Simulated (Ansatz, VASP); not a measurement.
## NaH in VASP and in Ansatz

INCAR

```
PREC     = Accurate       # precision mode
ENCUT    = 520            # plane-wave cutoff, eV
EDIFF    = 1E-6           # SCF threshold, eV
ISMEAR   = -1             # smearing method
SIGMA    = 0.02           # smearing width, eV
LREAL    = F              # projectors in reciprocal space
LASPH    = T              # aspherical terms in the spheres
NELM     = 100            # most SCF steps
ALGO     = Normal         # electronic algorithm
ISIF     = 2              # what is computed and relaxed
LWAVE    = F              # write WAVECAR
LCHARG   = F              # write CHGCAR
GGA      = PE             # functional
NBANDS   = 11             # bands
```

File KPOINTS:

```
Automatic mesh
0
Gamma
  9 9 9
```

Contents of POSCAR:

```
NaH
1.0
    0.0000000000      2.4561594113      2.4561594113
    2.4561594113      0.0000000000      2.4561594113
    2.4561594113      2.4561594113      0.0000000000
Na H
1 1
Direct
    0.0000000000      0.0000000000      0.0000000000
    0.5000000000      0.5000000000      0.5000000000
```

Input for Ansatz:

```yaml
crystal:
  lattice:
    - [0.0, 2.4561594113, 2.4561594113]
    - [2.4561594113, 0.0, 2.4561594113]
    - [2.4561594113, 2.4561594113, 0.0]
  atoms:
    - { symbol: Na, position: [0.0, 0.0, 0.0] }
    - { symbol: H, position: [0.5, 0.5, 0.5] }
kpoints:
  mp_grid: { grid: [9, 9, 9] }
scf:
  occupations: { method: fermi_dirac, width: 0.02 }
hamiltonian:
  xc: pbe
  pseudopotentials: { kind: all_electron, lapw: { basis_error: 0.00025 } }
output:
  forces: true
  stress: true
  eigenvalues: true
```

Change from the starting cell: volume scaled by 1.02.

Alike in both runs: task single point; functional PBE; k mesh 9 × 9 × 9; occupations fermi-dirac, width 0.02 eV; no spin polarisation.

```csv
,VASP,Ansatz
version,VASP 6.6.1,Ansatz 0.2.0
potentials or method,"VASP PAW PBE potentials, release 64 (Na_pv, H), cutoff 520 eV","all-electron LAPW, scalar-relativistic"
```

|  | VASP | Ansatz | Ansatz less VASP |
| --- | --- | --- | --- |
| gap on the k mesh at the Fermi level (eV) | 3.97 | 3.97 | +0.002 |
| pressure (GPa) | -1.1 | -1.0 | +0.05 |

Ansatz ran all-electron here, and VASP with PAW potentials.
